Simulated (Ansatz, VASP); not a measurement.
## B3As5: VASP beside Ansatz

```xyz
8
Lattice="3.4200 0.0000 0.0000 -1.7100 2.9618 0.0000 0.0000 0.0000 13.0000" Properties=species:S:1:pos:R:3 pbc="T T T"
B     0.0000    0.0000    6.1100
B     0.0000    1.9745    0.6500
B     1.7100    0.9873    3.3800
As    1.7100    0.9873    5.4600
As    0.0000    0.0000    0.0000
As    0.0000    1.9745    2.7300
As    0.0000    0.0000    8.1900
As    0.0000    1.9745    9.6395
```

Alike in both runs: task relaxation of cell and atoms; functional PBE; k mesh 5 × 5 × 2; occupations gaussian, width 0.2 eV; no spin polarisation.

|  | VASP | Ansatz |
| --- | --- | --- |
| version | VASP 6.6.1 | Ansatz 0.2.0 |
| potentials or method | VASP PAW PBE potentials, release 64 (B, As), cutoff 600 eV | scalar-relativistic, plane waves, PAW |
| valence electrons in the cell | 34 | 84 |

VASP gave:

```
gap on the k mesh at the Fermi level, each at its own relaxed structure (eV)  : none
relaxed volume (Å³/atom)                                                      : 16.12
relaxed length of the cell vector where the two differ most in proportion (Å) : 12.350
```

What did Ansatz give for the same quantities?

gap on the k mesh at the Fermi level, each at its own relaxed structure (eV): none; relaxed volume (Å³/atom): 16.10; relaxed length of the cell vector where the two differ most in proportion (Å): 12.372.

A gap of «none» marks a metal or a gap that the smearing closes. VASP's potentials hold 34 valence electrons a cell and Ansatz's 84, so a difference there can come from the potentials and not from the codes.

The k mesh is coarse, so the values compare programs but aren't converged.
